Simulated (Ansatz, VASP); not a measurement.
Two plane-wave programs on ScS4

```
Sc S
1.0
     4.88479    0.00000    0.00000
     0.00000    4.88479    0.00000
     0.00000    0.00000    4.88479
Sc S
1 4
Direct
  0.00000 0.00000 0.00000
  0.50000 0.00000 0.00000
  0.00000 0.50000 0.00000
  0.00000 0.00000 0.50000
  0.50000 0.50000 0.50000
```

Alike in both runs: task single point; functional PBE; k mesh 4 × 4 × 4; occupations gaussian, width 0.1 eV; collinear spin.

|  | VASP | Ansatz |
| --- | --- | --- |
| version | VASP 6.6.1 | Ansatz 0.2.0 |
| potentials or method | VASP PAW PBE potentials, release 64 (Sc_sv, S), cutoff 520 eV | scalar-relativistic, plane waves, PAW |
| valence electrons in the cell | 35 | 35 |

VASP gave:

```
gap on the k mesh at the Fermi level (eV)                     : none
pressure (GPa)                                                : 0.5
net moment per atom (μB)                                      : 0.00
size of the moment on the site where the two differ most (μB) : 0.00
```

Task: Estimate Ansatz's values.

Result: gap on the k mesh at the Fermi level (eV): none; pressure (GPa): 2.3; net moment per atom (μB): 0.64; size of the moment on the site where the two differ most (μB): 1.49.

The net moments are unlike, so the other rows may belong to different states. Site moments also hang on the region over which each program counts them. A gap of «none» marks a metal or a gap that the smearing closes.
